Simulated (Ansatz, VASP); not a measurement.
**Two plane-wave programs on CsLi26H27**

```xyz
54
Lattice="0.0000 6.1102 6.1102 6.1102 0.0000 6.1102 6.1102 6.1102 0.0000" Properties=species:S:1:pos:R:3 pbc="T T T"
Cs    0.0000    0.0000    0.0000
Li    2.0367    2.0367    0.0000
Li    4.0735    4.0735    0.0000
Li    2.0367    0.0000    2.0367
Li    4.0735    2.0367    2.0367
Li    6.1102    4.0735    2.0367
Li    4.0735    0.0000    4.0735
Li    6.1102    2.0367    4.0735
Li    8.1470    4.0735    4.0735
Li    0.0000    2.0367    2.0367
Li    2.0367    4.0735    2.0367
Li    4.0735    6.1102    2.0367
Li    2.0367    2.0367    4.0735
Li    4.0735    4.0735    4.0735
Li    6.1102    6.1102    4.0735
Li    4.0735    2.0367    6.1102
Li    6.1102    4.0735    6.1102
Li    8.1470    6.1102    6.1102
Li    0.0000    4.0735    4.0735
Li    2.0367    6.1102    4.0735
Li    4.0735    8.1470    4.0735
Li    2.0367    4.0735    6.1102
Li    4.0735    6.1102    6.1102
Li    6.1102    8.1470    6.1102
Li    4.0735    4.0735    8.1470
Li    6.1102    6.1102    8.1470
Li    8.1470    8.1470    8.1470
H     2.0368    2.0368    2.0368
H     4.0735    4.0735    2.0368
H     6.1102    6.1102    2.0368
H     4.0735    2.0368    4.0735
H     6.1102    4.0735    4.0735
H     8.1470    6.1102    4.0735
H     6.1102    2.0368    6.1102
H     8.1470    4.0735    6.1102
H    10.1837    6.1102    6.1102
H     2.0368    4.0735    4.0735
H     4.0735    6.1102    4.0735
H     6.1102    8.1470    4.0735
H     4.0735    4.0735    6.1102
H     6.1102    6.1102    6.1102
H     8.1470    8.1470    6.1102
H     6.1102    4.0735    8.1470
H     8.1470    6.1102    8.1470
H    10.1837    8.1470    8.1470
H     2.0368    6.1102    6.1102
H     4.0735    8.1470    6.1102
H     6.1102   10.1837    6.1102
H     4.0735    6.1102    8.1470
H     6.1102    8.1470    8.1470
H     8.1470   10.1837    8.1470
H     6.1102    6.1102   10.1837
H     8.1470    8.1470   10.1837
H    10.1837   10.1837   10.1837
```

Alike in both runs: task electric field gradients; functional PBE; k mesh 3 × 3 × 3; occupations fermi-dirac, width 0.01 eV; no spin polarisation.

|  | VASP | Ansatz |
| --- | --- | --- |
| version | VASP 6.6.1 | Ansatz 0.2.0 |
| potentials or method | VASP PAW PBE potentials, release 64 (Cs_sv, Li_sv, H) | plane-wave PAW, scalar-relativistic |
| plane-wave cutoff (eV) | 520 | 420 |
| valence electrons in the cell | 114 | 114 |

|  | VASP | Ansatz | Ansatz less VASP |
| --- | --- | --- | --- |
| gap on the k mesh at the Fermi level (eV) | 2.17 | 2.20 | +0.036 |
| rms of the force components (eV/Å) | 0.706 | 0.687 | -0.0188 |
| size of Vzz on the site where it differs most (V/Å²) | 1.1 | 1.3 | +0.14 |

Atom by atom the forces differ by 0.019 eV/Å (rms over components).

Spin-orbit coupling is off throughout. Noted on VASP's run: the cutoff is short for stress, so the pressure is rough.
